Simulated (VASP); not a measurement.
A run of VASP 6.6.1 is set up as follows.

File INCAR:

```
ALGO     = Normal         # electronic algorithm
EDIFF    = 1E-7           # SCF threshold, eV
EDIFFG   = -0.008         # ionic threshold
ENCUT    = 600            # plane-wave cutoff, eV
GGA      = PE             # functional
IBRION   = 2              # ionic algorithm
ISIF     = 3              # what is computed and relaxed
ISMEAR   = 0              # smearing method
LASPH    = T              # aspherical terms in the spheres
LCHARG   = F              # write CHGCAR
LREAL    = F              # projectors in reciprocal space
LWAVE    = F              # write WAVECAR
NELM     = 100            # most SCF steps
NSW      = 70             # ionic steps
PREC     = Accurate       # precision mode
PSTRESS  = 300.0        
SIGMA    = 0.1            # smearing width, eV
```

KPOINTS

```
k-points
0
Gamma
  16 16 16
```

File POSCAR:

```
Cs
1.0
    1.8778581530     -2.7467857961     -0.0948210888
    1.8778581530      2.7467857961     -0.0948210888
   -1.7399999051      0.0000000000      2.8380918263
Cs
1
Direct
    0.0000000000      0.0000000000      0.5000000000
```

Potentials or basis: VASP PAW PBE potentials, release 64 (Cs_sv).

Command:

```bash
$ cat potpaw_PBE.64/Cs_sv/POTCAR > POTCAR
$ mpirun -np 1 vasp_std > vasp.out
```

Task: What does it give for the space group after relaxing (to 0.05 Å)?

Result: I4/mmm (No. 139).

Task: Predict the relaxed cell.

Result: a = 3.236 Å, b = 3.236 Å, c = 3.237 Å, α = 108.62°, β = 108.62°, γ = 111.21°.

Task: Predict the relaxed volume.

Result: 26.08 Å³/atom.

Final structure:
```xyz
1
Lattice="1.8260 -2.6705 -0.0922 1.8260 2.6705 -0.0922 -1.6919 0.0000 2.7592" Properties=species:S:1:pos:R:3 pbc="T T T"
Cs   -0.8460    0.0000    1.3796
```

Caveat: the cell is relaxed towards a set pressure, so the enthalpy falls and the energy may rise.
